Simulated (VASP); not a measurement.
Input of a VASP 6.6.1 run:

File INCAR:

```
SYSTEM = Au
  ALGO = Fast
  EDIFF = 1E-6
  EDIFFG = -0.01
  ENCUT = 600
  GGA = RP
  IBRION = 2
  ISIF = 3
  ISMEAR = -1
  LASPH = .TRUE.
  LCHARG = .FALSE.
  LREAL = .FALSE.
  LWAVE = .FALSE.
  NELM = 80
  NSW = 60
  PREC = Accurate
  SIGMA = 0.05
```

KPOINTS

```
k-points
0
G
  11 11 11
  0 0 0
```

POSCAR

```
Au
1.0
   -1.6572690000      1.6572690000      1.6572690000
    1.6572690000     -1.6572690000      1.6572690000
    1.6572690000      1.6572690000     -1.6572690000
Au
1
Direct
    0.0000000000      0.0000000000      0.0000000000
```

Potentials or basis: VASP PAW PBE potentials, release 64 (Au).

Command:

```sh
$ cat potpaw_PBE.64/Au/POTCAR > POTCAR
$ mpirun -np 1 vasp_std > vasp.out
```

(1) What does it give for the space group after relaxing (to 0.05 Å)?

(2) Estimate the relaxed volume.

(3) Predict the relaxed cell.

## Answers

(1) Im-3m (No. 229).

(2) 18.61 Å³/atom.

(3) a = 2.891 Å, b = 2.891 Å, c = 2.891 Å, α = 109.47°, β = 109.47°, γ = 109.47°.

Caveat: the PAW data sets were made with another functional, which shifts forces and pressure a little.
